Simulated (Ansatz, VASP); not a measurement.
**Two plane-wave programs on Si**

INCAR

```
SYSTEM = Si
  PREC = Accurate
  ENCUT = 520
  EDIFF = 1E-6
  ISMEAR = 0
  SIGMA = 0.05
  LREAL = .False.
  LASPH = .True.
  NELM = 80
  ALGO = Normal
  ISIF = 2
  LWAVE = .False.
  LCHARG = .False.
  GGA = PE
  NBANDS = 16
```

The input KPOINTS:

```
Automatic mesh
0
Gamma
  8 8 6
  0 0 0
```

File POSCAR:

```
Si
1.0
    0.0000000000     -2.7347607592     -2.7347607592
    0.0000000000      2.7347607592     -2.7347607592
    5.4695215184      0.0000000000      0.0000000000
Si
4
Direct
    0.5039640536      0.5145972412      0.0000000000
   -0.0039640536     -0.0145972412      0.5000000000
    1.0039640536      0.4854027588      0.2500000000
    0.4960359464      0.0145972412      0.7500000000
```

Input for Ansatz:

```yaml
crystal:
  lattice:
    - [0.0, -2.7347607592, -2.7347607592]
    - [0.0, 2.7347607592, -2.7347607592]
    - [5.4695215184, 0.0, 0.0]
  atoms:
    - { symbol: Si, position: [0.5039640536, 0.5145972412, 0.0] }
    - { symbol: Si, position: [-0.0039640536, -0.0145972412, 0.5] }
    - { symbol: Si, position: [1.0039640536, 0.4854027588, 0.25] }
    - { symbol: Si, position: [0.4960359464, 0.0145972412, 0.75] }
basis:
  ecutwfc: 420
kpoints:
  mp_grid: { grid: [8, 8, 6] }
hamiltonian:
  xc: pbe
  pseudopotentials: { kind: paw, azcp: { folder: soft_1 } }
scf:
  occupations: { method: gaussian, width: 0.05 }
output:
  forces: true
  stress: true
  eigenvalues: true
```

Change from the starting cell: mode 4 frozen in at -0.059 Å and mode 9 at +0.000 Å (largest displacements).

Alike in both runs: task single point; functional PBE; k mesh 8 × 8 × 6; occupations gaussian, width 0.05 eV; no spin polarisation.

```csv
,VASP,Ansatz
version,VASP 6.6.1,Ansatz 0.2.0
potentials or method,"VASP PAW PBE potentials, release 64 (Si), cutoff 520 eV","scalar-relativistic, plane waves, PAW"
valence electrons in the cell,16,16
```

VASP gave:

- gap on the k mesh at the Fermi level (eV): 0.63
- least direct gap on the mesh (eV): 0.74
- pressure (GPa): -0.2
- rms of the force components (eV/Å): 0.077

**Question.** What did Ansatz give for the same quantities?

**Answer.** gap on the k mesh at the Fermi level (eV): 0.62; least direct gap on the mesh (eV): 0.74; pressure (GPa): -0.1; rms of the force components (eV/Å): 0.077.

Atom by atom the forces differ by 0.000 eV/Å (rms over components).
